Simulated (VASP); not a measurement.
# TiCo3 (Pm-3m) in VASP: notebook

The runs below take TiCo3 through single point, relaxation of cell and atoms, with PBEsol.

All numbers are computed with VASP 6.6.1; they aren't measurements. Logs are shortened: lines on timing, memory, paths and dates and some standing lists are left out, and cuts for length are marked.

## Step 1: The cell of the first run

The structure is cubic, space group Pm-3m (No. 221). Conventional cell: a = 3.549 Å, b = 3.549 Å, c = 3.549 Å, α = 90.00°, β = 90.00°, γ = 90.00°. Within 3.3 Å of Ti (site symmetry m-3m) lie 12 Co at 2.51 Å. Co (site symmetry 4/mmm) has 4 Ti at 2.51 Å and 8 Co at 2.51 Å within 3.3 Å.

## Step 2: Single point, PBEsol, collinear spin, ferrimagnetic start

The input, INCAR:

```
SYSTEM = TiCo3
PREC     = Accurate       ! precision mode
ENCUT    = 520            ! plane-wave cutoff, eV
EDIFF    = 1E-6           ! SCF threshold, eV
ISMEAR   = 0              ! smearing method
SIGMA    = 0.1            ! smearing width, eV
LREAL    = .False.        ! projectors in reciprocal space
LASPH    = .True.         ! aspherical terms in the spheres
NELM     = 150            ! most SCF steps
ALGO     = Fast           ! electronic algorithm
ISIF     = 2              ! what is computed and relaxed
LWAVE    = .False.        ! write WAVECAR
LCHARG   = .False.        ! write CHGCAR
ISPIN    = 2              ! spin polarisation
MAGMOM   = -0.41 1.22 1.22 1.22 ! initial moments
LORBIT   = 11             ! projections on sites
LMAXMIX  = 4              ! l up to which the mixer works
GGA      = PS             ! functional
NBANDS   = 32             ! bands
```

The input, KPOINTS:

```
Automatic mesh
0
Gamma
  6 6 6
  0 0 0
```

The input, POSCAR:

```
TiCo3
1.0
    3.5494995540      0.0000000000      0.0000000000
    0.0000000000      3.5494995540      0.0000000000
    0.0000000000      0.0000000000      3.5494995540
Ti Co
1 3
Direct
    0.0000000000      0.0000000000      0.0000000000
    0.0000000000      0.5000000000      0.5000000000
    0.5000000000      0.0000000000      0.5000000000
    0.5000000000      0.5000000000      0.0000000000
```

Potentials or basis: VASP PAW PBE potentials, release 64 (Ti_sv, Co).

The run is started by

```bash
cat potpaw_PBE.64/Ti_sv/POTCAR potpaw_PBE.64/Co/POTCAR > POTCAR
mpirun -np 1 vasp_std > vasp.out
```

OUTCAR:

```text
SYSTEM = TiCo3
   PREC = Accurate
   ENCUT = 520
   EDIFF = 1E-6
   ISMEAR = 0
   LREAL = .False.
   LASPH = .True.
   NELM = 150
   ISIF = 2
   ISPIN = 2
   LORBIT = 11
   GGA = PS

 ion  position               nearest neighbor table
   1  0.000  0.000  0.000-   2 2.51   3 2.51   4 2.51   2 2.51   3 2.51   2 2.51   4 2.51   2 2.51
                             3 2.51   4 2.51   3 2.51   4 2.51
   2  0.000  0.500  0.500-   1 2.51   3 2.51   4 2.51   1 2.51   4 2.51   1 2.51   3 2.51   1 2.51
                             3 2.51   4 2.51   4 2.51   3 2.51
   3  0.500  0.000  0.500-   1 2.51   2 2.51   4 2.51   1 2.51   4 2.51   2 2.51   4 2.51   4 2.51
                             1 2.51   2 2.51   1 2.51   2 2.51
   4  0.500  0.500  0.000-   1 2.51   2 2.51   3 2.51   2 2.51   3 2.51   1 2.51   3 2.51   3 2.51
                             1 2.51   2 2.51   2 2.51   1 2.51

  LATTYP: Found a simple cubic cell.
 ALAT       =     3.5494995540

  Lattice vectors:

 A1 = (   3.5494995540,   0.0000000000,   0.0000000000)
 A2 = (   0.0000000000,   3.5494995540,   0.0000000000)
 A3 = (   0.0000000000,   0.0000000000,   3.5494995540)

Analysis of symmetry for initial positions (statically):
=====================================================================
 Subroutine PRICEL returns:
 Original cell was already a primitive cell.

 Routine SETGRP: Setting up the symmetry group for a
 simple cubic supercell.

 Subroutine GETGRP returns: Found 48 space group operations
 (whereof 48 operations were pure point group operations)
 out of a pool of 48 trial point group operations.

The static configuration has the point symmetry O_h .

Analysis of symmetry for dynamics (positions and initial velocities):
=====================================================================
 Subroutine PRICEL returns:
 Original cell was already a primitive cell.

 Routine SETGRP: Setting up the symmetry group for a
 simple cubic supercell.

 Subroutine GETGRP returns: Found 48 space group operations
 (whereof 48 operations were pure point group operations)
 out of a pool of 48 trial point group operations.

The dynamic configuration has the point symmetry O_h .

Analysis of structural, dynamic, and magnetic symmetry:
=====================================================================
 Subroutine PRICEL returns:
 Original cell was already a primitive cell.

 Routine SETGRP: Setting up the symmetry group for a
 simple cubic supercell.

 Subroutine GETGRP returns: Found 48 space group operations
[... 131 lines left out ...]
   LEPSILON=     F    determine dielectric tensor
   LRPA    =     F    only Hartree local field effects (RPA)
 spin polarized calculation
 RMM-DIIS sequential band-by-band and
 Gauss-broadening in eV      SIGMA  =   0.10
  energy-cutoff  :      520.00
  volume of cell :       44.72
 maximum number of plane-waves:      1228
 NGX is ok and might be reduce to    28
   NGX = 13   NGY = 13   NGZ = 13

 number of electron      39.0000016 magnetization       1.3234141

 Free energy of the ion-electron system (eV)
  ---------------------------------------------------
  ext. energy  EPLUGINS =         0.00000000
  ---------------------------------------------------
  free energy    TOTEN  =       -32.70734544 eV

  energy without entropy =      -32.67722536  energy(sigma->0) =      -32.69228540

 E-fermi :  10.4375     XC(G=0): -13.5668

 val. band max:       10.4309201896   @ k =   0.3333   0.3333   0.1667
 cond. band min:      10.4402770839   @ k =   0.1667   0.1667   0.0000
 fundamental gap:      0.0093568943
 Fermi energy:        10.4375214063

 spin component 1

 k-point     1 :       0.0000    0.0000    0.0000
  band No.  band energies     occupation
      1     -45.6618      1.00000
      2     -22.0204      1.00000
      3     -22.0204      1.00000
      4     -22.0204      1.00000
      5       2.2976      1.00000
      6       5.8860      1.00000
[... 669 lines left out ...]
     30      18.9397      0.00000
     31      18.9397      0.00000
 Fermi energy:        10.4375214063

 spin component 2

 k-point     1 :       0.0000    0.0000    0.0000
  band No.  band energies     occupation
      1     -45.8009      1.00000
      2     -22.1612      1.00000
      3     -22.1612      1.00000
      4     -22.1612      1.00000
      5       2.3143      1.00000
      6       6.1290      1.00000
[... 669 lines left out ...]
     30      19.0336      0.00000
     31      19.0336      0.00000
 [bands above 31 left out]

------------------------ aborting loop because EDIFF is reached ----------------------------------------

  FORCE on cell =-STRESS in cart. coord.  units (eV):
  Direction    XX          YY          ZZ          XY          YZ          ZX
  --------------------------------------------------------------------------------------
  -------------------------------------------------------------------------------------
  Total       -1.0273728     -1.0273728     -1.0273728     -0.0000000      0.0000000     -0.0000000
  in kB      -36.8075802    -36.8075802    -36.8075802     -0.0000000      0.0000000     -0.0000000
  external PRESSURE =     -36.8075802 kB  Pullay stress =       0.0000000 kB

 VOLUME and BASIS-vectors are now :
 -----------------------------------------------------------------------------
  energy-cutoff  :      520.00
  volume of cell :       44.72
      direct lattice vectors                 reciprocal lattice vectors
     3.549499554  0.000000000  0.000000000     0.281729857  0.000000000  0.000000000
     0.000000000  3.549499554  0.000000000     0.000000000  0.281729857  0.000000000
     0.000000000  0.000000000  3.549499554     0.000000000  0.000000000  0.281729857

 POSITION                                       TOTAL-FORCE (eV/Angst)
 -----------------------------------------------------------------------------------
      0.00000      0.00000      0.00000         0.000000      0.000000      0.000000
      0.00000      1.77475      1.77475         0.000000      0.000000      0.000000
      1.77475      0.00000      1.77475         0.000000      0.000000      0.000000
      1.77475      1.77475      0.00000         0.000000      0.000000      0.000000
 -----------------------------------------------------------------------------------
    total drift:                                0.000000      0.000000      0.000000

  FREE ENERGIE OF THE ION-ELECTRON SYSTEM (eV)
  ---------------------------------------------------
  free  energy   TOTEN  =       -32.7073454418 eV

  energy  without entropy=      -32.6772253600  energy(sigma->0) =      -32.69228540

 total charge

# of ion       s       p       d       tot
------------------------------------------
    1        2.277   6.210   1.969  10.457
    2        0.522   0.540   7.331   8.394
    3        0.522   0.540   7.331   8.394
    4        0.522   0.540   7.331   8.394
--------------------------------------------------
tot          3.844   7.830  23.964  35.637

 magnetization (x)

# of ion       s       p       d       tot
------------------------------------------
    1       -0.002  -0.012  -0.146  -0.161
    2       -0.001  -0.004   0.509   0.504
    3       -0.001  -0.004   0.509   0.504
    4       -0.001  -0.004   0.509   0.504
--------------------------------------------------
tot         -0.006  -0.025   1.381   1.351
```

OSZICAR:

```text
N       E                     dE             d eps       ncg     rms          rms(c)
DAV:   1     0.320598681806E+03    0.32060E+03   -0.16853E+04  2568   0.161E+03
DAV:   2    -0.121451648765E+02   -0.33274E+03   -0.31545E+03  2584   0.372E+02
DAV:   3    -0.370556648319E+02   -0.24910E+02   -0.23954E+02  3096   0.119E+02
[... 13 lines left out ...]
RMM:  17    -0.327073334520E+02   -0.17354E-04   -0.55776E-05  3331   0.431E-02    0.204E-02
RMM:  18    -0.327073414611E+02   -0.80092E-05   -0.24109E-05  3248   0.275E-02    0.187E-02
RMM:  19    -0.327073436855E+02   -0.22244E-05   -0.15375E-05  3183   0.205E-02    0.108E-02
RMM:  20    -0.327073451118E+02   -0.14263E-05   -0.24403E-05  3463   0.282E-02    0.352E-03
RMM:  21    -0.327073454418E+02   -0.33006E-06   -0.33285E-06  2453   0.967E-03
   1 F= -.32707345E+02 E0= -.32692285E+02  d E =-.301201E-01  mag=     1.3235
```

stdout:

```text
POSCAR found type information on POSCAR TiCo
 POSCAR found :  2 types and       4 ions
 scaLAPACK will be used
 -----------------------------------------------------------------------------
|                                                                             |
|                                                                             |
|     You enforced a specific xc type in the INCAR file but a different       |
|     I HOPE YOU KNOW WHAT YOU ARE DOING!                                     |
|                                                                             |
 -----------------------------------------------------------------------------

 LDA part: xc-table for (Slater+PW92), standard interpolation
 POSCAR, INCAR and KPOINTS ok, starting setup
 FFT: planning ... GRIDC
 FFT: planning ... GRID_SOFT
 FFT: planning ... GRID
 WAVECAR not read
 entering main loop
WARNING in EDDRMM: call to ZHEGV failed, returncode =   8  4      8
WARNING in EDDRMM: call to ZHEGV failed, returncode =   6  3     22
WARNING in EDDRMM: call to ZHEGV failed, returncode =   8  4     27
```

Wall time 2.2 min (1 thread of AMD EPYC 7R13 (Zen 3), shared host); peak memory 0.16 GiB.

Results:

```
Free energy                                           : -32.7073 eV
Pressure                                              : -3.7 GPa
Net moment                                            : 1.32 μB per cell
Site moments                                          : Ti -0.16; Co +0.50 μB
Valence electrons inside the program's atomic spheres : Ti 10.46; Co 8.39
```

Levels at points of the mesh, in eV from the Fermi level:
Spin up:
```csv
k point,band 18,band 19,band 20,band 21,band 22,band 23
"(0.00, 0.00, 0.00)",0.41,0.41,0.41,2.47,2.47,3.35
"(0.50, 0.00, 0.00)",-0.83,-0.83,-0.31,0.41,1.19,1.19
"(0.50, 0.50, 0.00)",-1.19,-1.19,-0.64,-0.62,1.72,1.72
"(0.50, 0.50, 0.50)",0.17,0.17,0.17,0.84,0.84,0.84
```
Spin down:
```tsv
k point	band 15	band 16	band 17	band 18	band 19	band 20	band 21	band 22	band 23	band 24
(0.00, 0.00, 0.00)	0.21	0.21	0.76	0.91	0.91	0.91	2.69	2.69	3.37	3.37
(0.50, 0.00, 0.00)	-0.83	-0.50	-0.41	-0.41	-0.24	0.38	0.91	1.22	1.22	2.07
(0.50, 0.50, 0.00)	-1.53	-1.26	-0.63	-0.55	-0.55	-0.22	-0.17	1.74	1.74	2.24
(0.50, 0.50, 0.50)	-0.85	-0.85	-0.05	0.73	0.73	0.73	0.82	0.82	0.82	2.33
```

Caveat: the PAW data sets were made with another functional, which shifts forces and pressure a little.

## Step 3: Relaxation of cell and atoms, PBEsol, collinear spin, ferrimagnetic start

This run uses another cell than the first one, of 11.80 Å³/atom, 1.056 times its volume.

The input, INCAR:

```
SYSTEM = TiCo3
  PREC = Accurate
  ENCUT = 600
  EDIFF = 1E-7
  ISMEAR = 0
  SIGMA = 0.1
  LREAL = .False.
  LASPH = .True.
  NELM = 150
  ALGO = Fast
  ISIF = 3
  LWAVE = .False.
  LCHARG = .False.
  ISPIN = 2
  MAGMOM = -0.41 1.22 1.22 1.22
  LORBIT = 11
  LMAXMIX = 4
  GGA = PS
  IBRION = 2
  NSW = 100
  EDIFFG = -0.05
```

The input, KPOINTS:

```
regular mesh
0
Gamma
  6 6 6
  0 0 0
```

The input, POSCAR:

```
TiCo3
1.0
    3.6140000000      0.0000000000      0.0000000000
    0.0000000000      3.6140000000      0.0000000000
    0.0000000000      0.0000000000      3.6140000000
Ti Co
1 3
Direct
    0.0000000000      0.0000000000      0.0000000000
    0.0000000000      0.5000000000      0.5000000000
    0.5000000000      0.0000000000      0.5000000000
    0.5000000000      0.5000000000      0.0000000000
```

Potentials or basis: VASP PAW PBE potentials, release 64 (Ti_sv, Co).

The run is started by

```bash
cat potpaw_PBE.64/Ti_sv/POTCAR potpaw_PBE.64/Co/POTCAR > POTCAR
mpirun -np 1 vasp_std > vasp.out
```

Wall time 5.7 min (1 thread of Intel Xeon 6975P-C, shared host); peak memory 0.22 GiB.

It converged, with:

```
Free energy                                           : -32.7206 eV
Relaxed volume                                        : 10.95 Å³/atom
Relaxed cell                                          : a = 3.525 Å, b = 3.525 Å, c = 3.525 Å, α = 90.00°, β = 90.00°, γ = 90.00°
Space group after relaxing (to 0.05 Å)                : Pm-3m (No. 221)
Energy gained by relaxing                             : 44.7 meV/atom
Ionic steps                                           : 3
Pressure after relaxing                               : -0.4 GPa
Net moment                                            : 0.00 μB per cell
Valence electrons inside the program's atomic spheres : Ti 10.49; Co 8.44
```

Step by step:
```tsv
step	energy change (eV)	largest force (eV/Å)	pressure (GPa)	volume (Å³)
1	0.0000	0.0000	-15.42	47.20
2	0.1257	0.0000	27.38	39.86
3	-0.1786	0.0000	-0.38	43.81
```

Final structure:
```
Ti Co
1.0
     3.52521    0.00000    0.00000
     0.00000    3.52521    0.00000
     0.00000    0.00000    3.52521
Ti Co
1 3
Direct
  0.00000 0.00000 0.00000
  0.00000 0.50000 0.50000
  0.50000 0.00000 0.50000
  0.50000 0.50000 0.00000
```

Levels at points of the mesh, in eV from the Fermi level:
Spin up:
```csv
k point,band 17,band 18,band 19,band 20,band 21,band 22
"(0.00, 0.00, 0.00)",0.52,0.76,0.76,0.76,2.72,2.72
"(0.50, 0.00, 0.00)",-0.56,-0.56,-0.48,0.13,0.76,1.30
"(0.50, 0.50, 0.00)",-0.89,-0.80,-0.80,-0.36,-0.34,1.83
"(0.50, 0.50, 0.50)",-0.02,0.54,0.54,0.54,0.94,0.94
```
Spin down:
| k point | band 16 | band 17 | band 18 | band 19 | band 20 | band 21 | band 22 | band 23 |
| --- | --- | --- | --- | --- | --- | --- | --- | --- |
| (0.00, 0.00, 0.00) | -0.03 | 0.52 | 0.76 | 0.76 | 0.76 | 2.72 | 2.72 | 3.50 |
| (0.50, 0.00, 0.00) | -0.72 | -0.56 | -0.56 | -0.48 | 0.13 | 0.76 | 1.30 | 1.30 |
| (0.50, 0.50, 0.00) | -1.27 | -0.89 | -0.80 | -0.80 | -0.36 | -0.34 | 1.83 | 1.83 |
| (0.50, 0.50, 0.50) | -0.95 | -0.02 | 0.54 | 0.54 | 0.54 | 0.94 | 0.94 | 0.94 |

Caveat: the PAW data sets were made with another functional, which shifts forces and pressure a little.
